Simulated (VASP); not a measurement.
# Au (P6_3/mmc) in VASP: a series of runs

The runs below take Au through single point, with PBEsol.

All numbers are computed with VASP 6.6.1; they aren't measurements. Logs are shortened: lines on timing, memory, paths and dates and some standing lists are left out, and cuts for length are marked.

### Step 1. The cell of the first run

The structure is hexagonal, space group P6_3/mmc (No. 194). Conventional cell: a = 3.124 Å, b = 3.124 Å, c = 4.205 Å, α = 90.00°, β = 90.00°, γ = 120.00°. Au (site symmetry -6m2) has 12 Au at 2.77 to 3.12 Å within 3.7 Å.

This isn't the form of Au at room conditions, which is fcc.

### Step 2. Single point, PBEsol

INCAR reads:

```
SYSTEM = Au
ALGO = Fast
EDIFF = 1E-6
ENCUT = 520
GGA = PS
ISIF = 2
ISMEAR = 0
LASPH = .True.
LCHARG = .False.
LREAL = .False.
LWAVE = .False.
NBANDS = 18
NELM = 60
PREC = Accurate
SIGMA = 0.15
```

KPOINTS reads:

```
k-points
0
Gamma
  24 24 12
  0 0 0
```

POSCAR reads:

```
Au
1.0
    3.1239285882      0.0000000000      0.0000000000
   -1.5619642941      2.7054015170      0.0000000000
    0.0000000000      0.0000000000      4.2054565149
Au
2
Direct
    0.3333333333      0.6666666667      0.7500000000
    0.6666666667      0.3333333333      0.2500000000
```

Potentials or basis: VASP PAW PBE potentials, release 64 (Au).

On the command line:

```bash
cat potpaw_PBE.64/Au/POTCAR > POTCAR
mpirun -np 1 vasp_std > vasp.out
```

OUTCAR:

```text
SYSTEM = Au
   EDIFF = 1E-6
   ENCUT = 520
   GGA = PS
   ISIF = 2
   ISMEAR = 0
   LASPH = .True.
   LREAL = .False.
   NELM = 60
   PREC = Accurate

 ion  position               nearest neighbor table
   1  0.333  0.667  0.750-   2 2.77   2 2.77   2 2.77   2 2.77   2 2.77   2 2.77
   2  0.667  0.333  0.250-   1 2.77   1 2.77   1 2.77   1 2.77   1 2.77   1 2.77

  LATTYP: Found a hexagonal cell.
 ALAT       =     3.1239285882
 C/A-ratio  =     1.3462076344

  Lattice vectors:

 A1 = (   3.1239285882,   0.0000000000,   0.0000000000)
 A2 = (  -1.5619642941,   2.7054015170,   0.0000000000)
 A3 = (   0.0000000000,   0.0000000000,   4.2054565149)

Analysis of symmetry for initial positions (statically):
=====================================================================
 Subroutine PRICEL returns:
 Original cell was already a primitive cell.

 Routine SETGRP: Setting up the symmetry group for a
 hexagonal supercell.

 Subroutine GETGRP returns: Found 24 space group operations
 (whereof 12 operations were pure point group operations)
 out of a pool of 24 trial point group operations.

The static configuration has the point symmetry D_3d.
 The point group associated with its full space group is D_6h.

Analysis of symmetry for dynamics (positions and initial velocities):
=====================================================================
 Subroutine PRICEL returns:
 Original cell was already a primitive cell.

 Routine SETGRP: Setting up the symmetry group for a
 hexagonal supercell.

 Subroutine GETGRP returns: Found 24 space group operations
 (whereof 12 operations were pure point group operations)
 out of a pool of 24 trial point group operations.

The dynamic configuration has the point symmetry D_3d.
 The point group associated with its full space group is D_6h.

 Subroutine INISYM returns: Found 24 space group operations
 (whereof 12 operations are pure point group operations),
 and found     1 'primitive' translations

----------------------------------------------------------------------------------------

                                     Primitive cell

  volume of cell :      35.5423

  direct lattice vectors                    reciprocal lattice vectors
     3.123928588  0.000000000  0.000000000     0.320109750  0.184815450  0.000000000
    -1.561964294  2.705401517  0.000000000     0.000000000  0.369630901  0.000000000
     0.000000000  0.000000000  4.205456515     0.000000000  0.000000000  0.237786313

  length of vectors
     3.123928588  3.123928588  4.205456515     0.369630901  0.369630901  0.237786313

  position of ions in fractional coordinates (direct lattice)
     0.333333333  0.666666667  0.750000000
     0.666666667  0.333333333  0.250000000

  ion indices of the primitive-cell ions
   primitive index   ion index
                 1           1
                 2           2

----------------------------------------------------------------------------------------

 KPOINTS: k-points

Automatic generation of k-mesh.
 Grid dimensions read from file:
 generate k-points for:   24   24   12

 Generating k-lattice:

  Cartesian coordinates                     Fractional coordinates (reciprocal lattice)
     0.013337906  0.007700644  0.000000000     0.041666667  0.000000000  0.000000000
     0.000000000  0.015401288  0.000000000     0.000000000  0.041666667  0.000000000
     0.000000000  0.000000000  0.019815526     0.000000000  0.000000000  0.083333333

  Length of vectors
     0.015401288  0.015401288  0.019815526

  Shift w.r.t. Gamma in fractional coordinates (k-lattice)
     0.000000000  0.000000000  0.000000000

 Subroutine IBZKPT returns following result:
 ===========================================

 Found    427 irreducible k-points:

 Following reciprocal coordinates:
            Coordinates               Weight
  0.000000  0.000000  0.000000      1.000000
  0.041667  0.000000  0.000000      6.000000
  0.083333 -0.000000  0.000000      6.000000
  0.125000 -0.000000  0.000000      6.000000
  0.166667 -0.000000  0.000000      6.000000
  0.208333  0.000000  0.000000      6.000000
[... 16 lines left out ...]
  0.416667  0.041667  0.000000     12.000000
  0.458333  0.041667  0.000000     12.000000
 [... further k-points ...]
   k-points           NKPTS =    427   k-points in BZ     NKDIM =    427   number of bands    NBANDS=     18
   number of dos      NEDOS =    301   number of ions     NIONS =      2
   total plane-waves  NPLWV =  18432
   dimension x,y,z NGX =    24 NGY =   24 NGZ =   32
   dimension x,y,z NGXF=    48 NGYF=   48 NGZF=   64
   ions per type =               2
   NGX,Y,Z   is equivalent  to a cutoff of  12.77, 12.77, 12.65 a.u.
   NGXF,Y,Z  is equivalent  to a cutoff of  25.54, 25.54, 25.30 a.u.
 SYSTEM =  Au
   PREC   = accura    normal or accurate (medium, high low for compatibility)
   ISTART =      0    job   : 0-new  1-cont  2-samecut
   ICHARG =      2    charge: 1-file 2-atom 10-const
   ISPIN  =      1    spin polarized calculation?
   LNONCOLLINEAR =      F non collinear calculations
   LSORBIT =      F    spin-orbit coupling
   LASPH  =      T    aspherical Exc in radial PAW
   ENCUT  =  520.0 eV  38.22 Ry    6.18 a.u.   5.81  5.81  7.82*2*pi/ulx,y,z
   NELM   =     60;   NELMIN=  2; NELMDL= -5     # of ELM steps
   EDIFF  = 0.1E-05   stopping-criterion for ELM
   LREAL  =      F    real-space projection
   EDIFFG = 0.1E-04   stopping-criterion for IOM
   NSW    =      0    number of steps for IOM
   IBRION =     -1    ionic relax: 0-MD 1-quasi-New 2-CG
   NFREE  =      0    steps in history (QN), initial steepest desc. (CG)
   ISIF   =      2    stress and relaxation
   ISYM   =      2    0-nonsym 1-usesym 2-fastsym
   POTIM  = 0.5000    time-step for ionic-motion
   TEBEG  =    0.0;   TEEND  =   0.0 temperature during run
   PSTRESS=    0.0 pullay stress
   NELECT =      22.0000    total number of electrons
   NUPDOWN=      -1.0000    fix difference up-down
   EMIN   =  10.00;   EMAX   =-10.00  energy-range for DOS
   EFERMI =   0.00;   METHOD = LEGACY
   ISMEAR =     0;   SIGMA  =   0.15  broadening in eV -4-tet -1-fermi 0-gaus
   EFERMI_NEDOS =   21; number of points for ismear=-14 and -15
   IALGO  =     68    algorithm
   IMIX   =      4    mixing-type and parameters
     AMIX     =   0.40;   BMIX     =  1.00
     AMIX_MAG =   1.60;   BMIX_MAG =  1.00
  volume/ion in A,a.u.               =      17.77       119.93
  Fermi-wavevector in a.u.,A,eV,Ry     =   1.395191  2.636529 26.484537  1.946559
  Thomas-Fermi vector in A             =   2.518667
   LORBIT       =      0    0 simple, 1 ext, 2 COOP (PROOUT), +10 PAW based schemes
   GGA     = PS    functional components
   LHFCALC =     F    Hartree Fock is set to
   AEXX    =    0.0000 exact exchange contribution
   IVDW    =     0    specifies the selected vdW correction
   LEPSILON=     F    determine dielectric tensor
   LRPA    =     F    only Hartree local field effects (RPA)
 non-spin polarized calculation
 RMM-DIIS sequential band-by-band and
 Gauss-broadening in eV      SIGMA  =   0.15
  energy-cutoff  :      520.00
  volume of cell :       35.54
 maximum number of plane-waves:       974
 NGX is ok and might be reduce to    24
   NGX = 11   NGY = 11   NGZ = 15

 number of electron      22.0000005 magnetization

 Free energy of the ion-electron system (eV)
  ---------------------------------------------------
  ext. energy  EPLUGINS =         0.00000000
  ---------------------------------------------------
  free energy    TOTEN  =        -7.58559399 eV

  energy without entropy =       -7.57903877  energy(sigma->0) =       -7.58231638

 E-fermi :   8.4889     XC(G=0): -12.6073

 val. band max:        8.4809515439   @ k =   0.0833  -0.0000   0.1667
 cond. band min:       8.4914104724   @ k =   0.3750   0.1667   0.2500
 fundamental gap:      0.0104589285
 Fermi energy:         8.4889129784

 k-point     1 :       0.0000    0.0000    0.0000
  band No.  band energies     occupation
      1      -0.9117      2.00000
      2       1.8614      2.00000
      3       4.1339      2.00000
      4       4.1339      2.00000
      5       4.1779      2.00000
      6       4.1779      2.00000
[... 10 lines left out ...]
     17      25.3617      0.00000
     18      27.1124      0.00000

 k-point     2 :       0.0417    0.0000    0.0000
  band No.  band energies     occupation
      1      -0.8676      2.00000
      2       1.8861      2.00000
      3       4.1136      2.00000
      4       4.1167      2.00000
      5       4.1339      2.00000
      6       4.2044      2.00000
[... 10 lines left out ...]
     17      25.5174      0.00000
     18      27.0505      0.00000

 k-point     3 :       0.0833   -0.0000    0.0000
  band No.  band energies     occupation
      1      -0.7367      2.00000
      2       1.9569      2.00000
      3       4.0211      2.00000
      4       4.0559      2.00000
      5       4.0630      2.00000
      6       4.2832      2.00000
[... 10 lines left out ...]
     17      25.8022      0.00000
     18      27.0151      0.00000

 k-point     4 :       0.1250   -0.0000    0.0000
  band No.  band energies     occupation
      1      -0.5227      2.00000
      2       2.0632      2.00000
      3       3.8760      2.00000
      4       3.9670      2.00000
      5       3.9689      2.00000
      6       4.4109      2.00000
[... 10 lines left out ...]
     17      26.1672      0.00000
     18      26.6741      0.00000

 k-point     5 :       0.1667   -0.0000    0.0000
  band No.  band energies     occupation
      1      -0.2332      2.00000
      2       2.1854      2.00000
      3       3.7332      2.00000
      4       3.8241      2.00000
      5       3.8628      2.00000
      6       4.5820      2.00000
[... 10 lines left out ...]
     17      25.7854      0.00000
     18      26.5014      0.00000

 k-point     6 :       0.2083    0.0000    0.0000
  band No.  band energies     occupation
      1       0.1194      2.00000
      2       2.2936      2.00000
      3       3.6263      2.00000
      4       3.6385      2.00000
      5       3.7476      2.00000
      6       4.7298      2.00000
[... 10 lines left out ...]
     17      24.9950      0.00000
     18      25.5688      0.00000

 k-point     7 :       0.2500   -0.0000    0.0000
  band No.  band energies     occupation
      1       0.5150      2.00000
      2       2.3541      2.00000
      3       3.4264      2.00000
      4       3.5891      2.00000
      5       3.6323      2.00000
      6       4.8018      2.00000
[... 10 lines left out ...]
     17      24.2814      0.00000
     18      24.4621      0.00000

 k-point     8 :       0.2917    0.0000    0.0000
  band No.  band energies     occupation
      1       0.9221      2.00000
      2       2.3509      2.00000
      3       3.2105      2.00000
      4       3.5241      2.00000
      5       3.6447      2.00000
      6       4.9272      2.00000
[... 10 lines left out ...]
     17      23.6358      0.00000
     18      24.2215      0.00000
[... 229 lines left out ...]
     17      23.9292      0.00000
     18      24.3172      0.00000

 k-point    20 :       0.2917    0.0417    0.0000
  band No.  band energies     occupation
      1       1.1436      2.00000
      2       2.3495      2.00000
      3       3.0734      2.00000
      4       3.5034      2.00000
      5       3.6680      2.00000
      6       4.9993      2.00000
[... 10 lines left out ...]
     17      23.3237      0.00000
     18      24.4298      0.00000

 k-point    21 :       0.3333    0.0417    0.0000
  band No.  band energies     occupation
      1       1.4845      2.00000
      2       2.2872      2.00000
      3       2.8925      2.00000
      4       3.4174      2.00000
      5       3.8587      2.00000
      6       5.0542      2.00000
[... 10 lines left out ...]
     17      22.7554      0.00000
     18      24.3136      0.00000

 k-point    22 :       0.3750    0.0417    0.0000
  band No.  band energies     occupation
      1       1.7340      2.00000
      2       2.2202      2.00000
      3       2.7483      2.00000
      4       3.3498      2.00000
      5       4.1140      2.00000
      6       5.0217      2.00000
[... 10 lines left out ...]
     17      22.2056      0.00000
     18      23.8049      0.00000

 k-point    23 :       0.4167    0.0417    0.0000
  band No.  band energies     occupation
      1       1.8856      2.00000
      2       2.1668      2.00000
      3       2.6486      2.00000
      4       3.3033      2.00000
      5       4.3668      2.00000
      6       5.0027      2.00000
[... 10 lines left out ...]
     17      21.7028      0.00000
     18      23.4559      0.00000

 k-point    24 :       0.4583    0.0417    0.0000
  band No.  band energies     occupation
      1       1.9549      2.00000
      2       2.1373      2.00000
      3       2.5977      2.00000
      4       3.2797      2.00000
      5       4.5259      2.00000
      6       4.9940      2.00000
[... 10 lines left out ...]
     17      21.3706      0.00000
     18      23.2828      0.00000

 [... further k-points ...]
[... 5 lines left out ...]
  --------------------------------------------------------------------------------------
  -------------------------------------------------------------------------------------
  Total       -1.0158625     -1.0158625      1.6253971     -0.0000000      0.0000000      0.0000000
  in kB      -45.7930446    -45.7930446     73.2696434     -0.0000000      0.0000000      0.0000000
  external PRESSURE =      -6.1054820 kB  Pullay stress =       0.0000000 kB

 VOLUME and BASIS-vectors are now :
 -----------------------------------------------------------------------------
  energy-cutoff  :      520.00
  volume of cell :       35.54
      direct lattice vectors                 reciprocal lattice vectors
     3.123928588  0.000000000  0.000000000     0.320109750  0.184815450  0.000000000
    -1.561964294  2.705401517  0.000000000     0.000000000  0.369630901  0.000000000
     0.000000000  0.000000000  4.205456515     0.000000000  0.000000000  0.237786313

 POSITION                                       TOTAL-FORCE (eV/Angst)
 -----------------------------------------------------------------------------------
     -0.00000      1.80360      3.15409         0.000000      0.000000      0.000000
      1.56196      0.90180      1.05136        -0.000000     -0.000000      0.000000
 -----------------------------------------------------------------------------------
    total drift:                               -0.000000      0.000000     -0.000000

  FREE ENERGIE OF THE ION-ELECTRON SYSTEM (eV)
  ---------------------------------------------------
  free  energy   TOTEN  =        -7.5855939938 eV

  energy  without entropy=       -7.5790387712  energy(sigma->0) =       -7.58231638
```

It took 3.7 min on 1 thread of Intel Xeon 8259CL, shared host; peak memory 0.33 GiB.

What came out:

* Free energy: -7.5856 eV
* Pressure: -0.6 GPa
* Band gap on the k mesh: zero (bands 11 and 12 overlap by 5.82 eV)

Stress tensor (GPa, compression positive):
```
-4.58  0.00  0.00
 0.00 -4.58  0.00
 0.00  0.00  7.33
```

Levels at points of the mesh, in eV from the Fermi level:
| k point | band 7 | band 8 | band 9 | band 10 | band 11 | band 12 | band 13 | band 14 | band 15 | band 16 |
| --- | --- | --- | --- | --- | --- | --- | --- | --- | --- | --- |
| (0.00, 0.00, 0.00) | -3.74 | -3.74 | -3.25 | -1.94 | -1.94 | 0.99 | 5.58 | 13.47 | 15.03 | 15.03 |
| (0.50, 0.00, 0.00) | -2.99 | -2.55 | -2.01 | -1.23 | -0.44 | 0.36 | 7.71 | 7.84 | 8.66 | 9.00 |
| (0.00, 0.00, 0.50) | -3.97 | -3.97 | -2.22 | -2.22 | -2.22 | -2.22 | 13.35 | 13.35 | 15.88 | 15.88 |
| (0.50, 0.00, 0.50) | -2.38 | -2.38 | -2.14 | -2.14 | 0.27 | 0.27 | 3.74 | 3.74 | 12.43 | 12.43 |

Caveat: the PAW data sets were made with another functional, which shifts forces and pressure a little; spin-orbit coupling is left out, which moves the levels of the heavy elements.

(Part 1 of 3 ends here.)
